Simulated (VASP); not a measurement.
The system is ZrSe2.

```xyz
3
Lattice="3.7361 0.0000 0.0000 -1.8681 3.2356 0.0000 0.0000 0.0000 6.0340" Properties=species:S:1:pos:R:3 pbc="T T T"
Zr    0.0000    0.0000    0.0000
Se    0.0000    2.1570    1.5982
Se    1.8681    1.0785    4.4358
```

| Quantity | Value |
| --- | --- |
| Program | VASP 6.6.1 |
| Task | relaxation of cell and atoms |
| Functional | r2SCAN |
| Dispersion | rVV10 |
| Potentials or basis | VASP PAW PBE potentials, release 64 (Zr_sv, Se) |
| Cutoff | 550 eV |
| k mesh | 12 × 12 × 4 |
| Occupations | fermi-dirac, width 0.02 eV |
| Spin | no spin polarisation |

At the start: pressure 1.7 GPa; volume 24.31 Å³/atom.

Question: How do energy, volume and symmetry change on relaxing?

Answer: Over 11 steps the energy falls by 9.4 meV/atom and the volume is 25.71 Å³/atom (+5.7 %); space group P-3m1 (No. 164, to 0.1 Å) before and after.

The path:
| step | energy change (eV) | largest force (eV/Å) | pressure (GPa) | volume (Å³) |
| --- | --- | --- | --- | --- |
| 1 | 0.0000 | 0.1549 | 1.67 | 72.94 |
| 2 | -0.0094 | 0.4092 | -1.23 | 75.65 |
| 3 | -0.0116 | 0.3335 | -0.38 | 74.81 |
| 4 | -0.0198 | 0.1571 | -0.04 | 75.19 |
| 5 | -0.0211 | 0.0561 | 0.15 | 75.41 |
| 6 | -0.0240 | 0.0425 | 0.09 | 75.80 |
| 7 | -0.0282 | 0.0075 | -0.03 | 76.95 |
| 8 | -0.0283 | 0.0032 | -0.04 | 77.13 |
| 9 | -0.0283 | 0.0023 | -0.04 | 77.16 |
| 10 | -0.0283 | 0.0172 | 0.11 | 77.03 |
| 11 | -0.0283 | 0.0034 | 0.00 | 77.12 |

Final structure:
```yaml
crystal:
  lattice:
    - [3.79182, 0.00000, 0.00000]
    - [-1.89591, 3.28381, 0.00000]
    - [0.00000, 0.00000, 6.19382]
  atoms:
    - { symbol: Zr, position: [0.00000, 0.00000, 0.00000] }
    - { symbol: Se, position: [0.33333, 0.66667, 0.25333] }
    - { symbol: Se, position: [0.66667, 0.33333, 0.74667] }
```

Caveat: the PAW data sets were made with another functional, which shifts forces and pressure a little.
